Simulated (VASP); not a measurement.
**As: single point with PBE**

The system is As.

```xyz
4
Lattice="3.6083 0.0000 0.0000 -1.8041 3.1249 0.0000 0.0000 0.0000 12.0292" Properties=species:S:1:pos:R:3 pbc="T T T"
As    0.0000    0.0000    9.6193
As    0.0000    0.0000    2.4099
As    0.0000    2.0832    8.2288
As    1.8041    1.0416    3.8004
```

- Program: VASP 6.6.1
- Task: single point
- Functional: PBE
- Potentials or basis: VASP PAW PBE potentials, release 64 (As)
- Cutoff: 500 eV
- k mesh: 12 × 12 × 4
- Occupations: gaussian, width 0.01 eV
- Spin: collinear spin, ferromagnetic start
- Starting moments: [0.2, 0.2, 0.2, 0.2] μB

```json
{"Pressure": "0.2 GPa", "Largest force": "0.082 eV/Å", "Band gap on the k mesh": "1.32 eV, indirect (least direct gap 1.69 eV)", "Net moment": "0.00 μB per cell", "Valence electrons inside the program's atomic spheres": "As 2.71"}
```

Forces in eV/Å, atoms in the order of the input:
```
As   0.000  0.000  0.082
As   0.000  0.000 -0.082
As   0.000  0.000 -0.082
As   0.000  0.000  0.082
```

Stress tensor (GPa, compression positive):
```
0.16 0.00 0.00
0.00 0.16 0.00
0.00 0.00 0.28
```

Levels at points of the mesh, in eV from the valence-band top:
Spin up:
| k point | band 6 | band 7 | band 8 | band 9 | band 10 | band 11 | band 12 | band 13 | band 14 | band 15 |
| --- | --- | --- | --- | --- | --- | --- | --- | --- | --- | --- |
| (0.00, 0.00, 0.00) | -0.07 | -0.07 | -0.07 | -0.07 | -0.05 | 1.65 | 2.11 | 3.43 | 3.43 | 3.44 |
| (0.50, 0.00, 0.00) | -3.40 | -1.95 | -1.94 | -1.65 | -1.55 | 1.86 | 1.95 | 2.88 | 3.32 | 4.41 |
| (0.00, 0.00, 0.50) | -0.52 | -0.08 | -0.08 | -0.07 | -0.07 | 1.91 | 1.98 | 3.42 | 3.42 | 3.45 |
| (0.50, 0.00, 0.50) | -3.43 | -1.94 | -1.94 | -1.71 | -1.50 | 1.78 | 2.03 | 2.90 | 3.35 | 4.45 |
Spin down:
```tsv
k point	band 8	band 9	band 10	band 11	band 12	band 13
(0.00, 0.00, 0.00)	-0.07	-0.07	-0.05	1.65	2.11	3.43
(0.50, 0.00, 0.00)	-1.94	-1.65	-1.55	1.86	1.95	2.88
(0.00, 0.00, 0.50)	-0.08	-0.07	-0.07	1.91	1.98	3.42
(0.50, 0.00, 0.50)	-1.94	-1.71	-1.50	1.78	2.03	2.90
```

Wall time 12 min on 1 thread of Intel Xeon 8259CL, with other jobs on the host, peak memory 0.46 GiB.

Caveat: this functional lacks dispersion, which binds the layers, so the pressure and a relaxed spacing across them are unreliable. A hybrid or GW would open this gap; PBE tends to underestimate it.
